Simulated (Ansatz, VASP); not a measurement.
MgO: VASP beside Ansatz

```
CELL_PARAMETERS angstrom
0.00000 2.01850 2.01850
2.01850 0.00000 2.01850
2.01850 2.01850 0.00000
ATOMIC_POSITIONS crystal
Mg 0.00000 0.00000 0.00000
O 0.50000 0.50000 0.50000
```

Alike in both runs: task electric field gradients; functional r2SCAN; k mesh 13 × 13 × 13; occupations fermi-dirac, width 0.02 eV; no spin polarisation.

|  | VASP | Ansatz |
| --- | --- | --- |
| version | VASP 6.6.1 | Ansatz 0.2.0 |
| potentials or method | VASP PAW PBE potentials, release 64 (Mg, O) | plane-wave PAW, scalar-relativistic |
| plane-wave cutoff (eV) | 580 | 500 |
| valence electrons in the cell | 8 | 16 |

```tsv
	VASP	Ansatz	Ansatz less VASP
gap on the k mesh at the Fermi level (eV)	7.00	7.02	+0.024
pressure (GPa)	24.8	26.0	+1.27
```

VASP's potentials were made for PBE, not for r2SCAN. The functional is the same, so the differences come from potentials, cutoffs and numerics. VASP's potentials hold 8 valence electrons a cell and Ansatz's 16, so a difference there can come from the potentials and not from the codes.
